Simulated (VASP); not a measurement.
Crystal: MnO.

```
CELL_PARAMETERS angstrom
3.01039 -1.73958 0.00000
3.01039 1.73958 0.00000
-2.01075 0.00000 2.84729
ATOMIC_POSITIONS crystal
Mn 0.50020 0.50020 0.50067
O 0.74980 0.74980 0.24934
```

Base run:

```yaml
Program: VASP 6.6.1
Functional: PBEsol
Potentials_or_basis: VASP PAW PBE potentials, release 64 (Mn_pv, O)
Cutoff: 520 eV
k_mesh: 9 × 9 × 9
Occupations: fermi-dirac, width 0.05 eV
Spin: collinear spin, ferromagnetic start
Starting_moments: "[4.0, 0.0] μB"
```

Its results: pressure -11.4 GPa; net moment 5.00 μB per cell; site moments Mn +4.44; O +0.17 μB.

Q: After a change of settings the same cell gave: pressure -7.2 GPa; net moment 5.00 μB per cell; site moments Mn +4.45; O +0.17 μB. Which change was it?
A. functional from PBEsol to LDA; potentials or basis from VASP PAW PBE potentials, release 64 (Mn_pv, O) to VASP PAW LDA potentials, release 64 (Mn_pv, O)
B. functional from PBEsol to PBE
C. functional from PBEsol to r2SCAN

A: B.

PBE binds less tightly than PBEsol, so the same cell stands under more pressure.

Caveats: the cell stands under tension; a cell with one magnetic atom can't hold antiferromagnetic order, which such compounds often take; the PAW data sets were made with another functional, which shifts forces and pressure a little (at least some runs).
